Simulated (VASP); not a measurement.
Runs of VASP 6.6.1 on AlNi. The structure is that of space group Pm-3m (No. 221), or close to it. The cells are those of the table. 

| cell | gap on the mesh (eV) | pressure (GPa) |
| --- | --- | --- |
| a = 3.068, b = 3.068, c = 2.869 Å, 2 atoms | none | -17.7 |
| a = 2.649, b = 2.649, c = 2.869 Å, 2 atoms | none | 37.4 |
| a = 2.753, b = 2.753, c = 2.869 Å, 2 atoms | none | 15.7 |
| a = 2.963, b = 2.963, c = 2.869 Å, 2 atoms | none | (a) |

Alike in all rows: task single point; level PBEsol; potentials or basis VASP PAW PBE potentials, release 64 (Al, Ni); no spin polarisation; k mesh 16 × 16 × 16; cutoff (eV) 520; smearing gaussian 0.15 eV.

Task: Estimate the missing entries.

Result: (a) -10.6.

Caveats: the PAW data sets were made with another functional, which shifts forces and pressure a little; the cell stands under tension (at least some runs); the cell stands under pressure (at least some runs).

A gap of «none» marks levels without a gap at the run's occupations.
